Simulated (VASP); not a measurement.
A run of VASP 6.6.1 is set up as follows.

The input POSCAR:

```
O
1.0
    9.0000000000      0.0000000000      0.0000000000
    0.0000000000      9.5000000000      0.0000000000
    0.0000000000      0.0000000000     10.0000000000
O
2
Direct
    0.5000000000      0.5000000000      0.4397284637
    0.5000000000      0.5000000000      0.5602715363
```

The input INCAR.step1:

```
SYSTEM = O
  PREC = Accurate
  ENCUT = 1100
  ISMEAR = -1
  SIGMA = 0.02
  LREAL = .FALSE.
  LASPH = .TRUE.
  NELM = 200
  ISPIN = 2
  MAGMOM = 1 1
  NBANDS = 17
  GGA = PE
  ALGO = Normal
  EDIFF = 1E-5
  LWAVE = .TRUE.
  LCHARG = .FALSE.
  GGA_COMPAT = .FALSE.
  NELMDL = -8
```

File INCAR.step2:

```
SYSTEM = O
  PREC = Accurate
  ENCUT = 1100
  EDIFF = 1E-6
  ISMEAR = -1
  SIGMA = 0.02
  LREAL = .FALSE.
  LASPH = .TRUE.
  NELM = 200
  ALGO = Normal
  ISIF = 2
  LWAVE = .FALSE.
  LCHARG = .TRUE.
  ISPIN = 2
  MAGMOM = 1 1
  LORBIT = 11
  METAGGA = R2SCAN
  LMIXTAU = .TRUE.
  LELF = .TRUE.
  LVHAR = .TRUE.
  NBANDS = 17
  ISTART = 1
  GGA_COMPAT = .FALSE.
```

The input KPOINTS:

```
regular mesh
0
G
  1 1 1
  0 0 0
```

Potentials or basis: VASP PAW PBE potentials, release 64 (O_h).

Launch:

```sh
$ cat potpaw_PBE.64/O_h/POTCAR > POTCAR
$ cp INCAR.step1 INCAR
$ mpirun -np 1 vasp_gam > vasp.out
$ cp INCAR.step2 INCAR
$ mpirun -np 1 vasp_gam > vasp.out
```

Problem. Estimate the gap between the frontier levels.

Solution. 3.46 eV.

Problem. What does it give for the largest force?

Solution. 0.071 eV/Å.

Problem. Estimate the net moment.

Solution. 2.00 μB per cell.

Problem. What does it give for the site moments?

Solution. O +0.65 μB.

Forces on the atoms (eV/Å):
```
O    0.000  0.000 -0.071
O    0.000  0.000  0.071
```

Caveat: the PAW data sets were made with another functional, which shifts forces and pressure a little.
